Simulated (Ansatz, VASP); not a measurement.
## One calculation of W2AuN3, two programs

```
CELL_PARAMETERS angstrom
2.97089 0.00000 0.00000
-1.48545 2.57287 0.00000
0.00000 0.00000 8.82447
ATOMIC_POSITIONS crystal
W 0.33333 0.66667 0.92318
W 0.33333 0.66667 0.23394
Au 0.00000 0.00000 0.57967
N 0.66667 0.33333 0.37167
N 0.66667 0.33333 0.08753
N 0.00000 0.00000 0.80400
```

Change from the starting cell: species swapped into the Dy2Ga3Cu type (P3m1, No. 156).

Alike in both runs: task single point; functional PBE; k mesh 6 × 6 × 2; occupations gaussian, width 0.1 eV; no spin polarisation.

```csv
,VASP,Ansatz
version,VASP 6.6.1,Ansatz 0.2.0
potentials or method,"VASP PAW PBE potentials, release 64 (W_sv, Au, N), cutoff 600 eV","scalar-relativistic, plane waves, PAW"
valence electrons in the cell,54,62
```

VASP gave:

* gap on the k mesh at the Fermi level (eV): none
* pressure (GPa): 11.8
* traceless stress, the component that is largest in VASP (GPa): 18.77
* rms of the force components (eV/Å): 0.376

Question: Which values does Ansatz return?

Answer: gap on the k mesh at the Fermi level (eV): none; pressure (GPa): 10.8; traceless stress, the component that is largest in VASP (GPa): 18.68; rms of the force components (eV/Å): 0.382.

Atom by atom the forces differ by 0.037 eV/Å (rms over components). A gap of «none» marks a metal or a gap that the smearing closes. With one functional, cell and mesh, what is left measures potentials, basis and numerics. VASP's potentials hold 54 valence electrons a cell and Ansatz's 62, so a difference there can come from the potentials and not from the codes.

The k mesh is coarse, so the values compare programs but aren't converged. Spin-orbit coupling is off throughout.
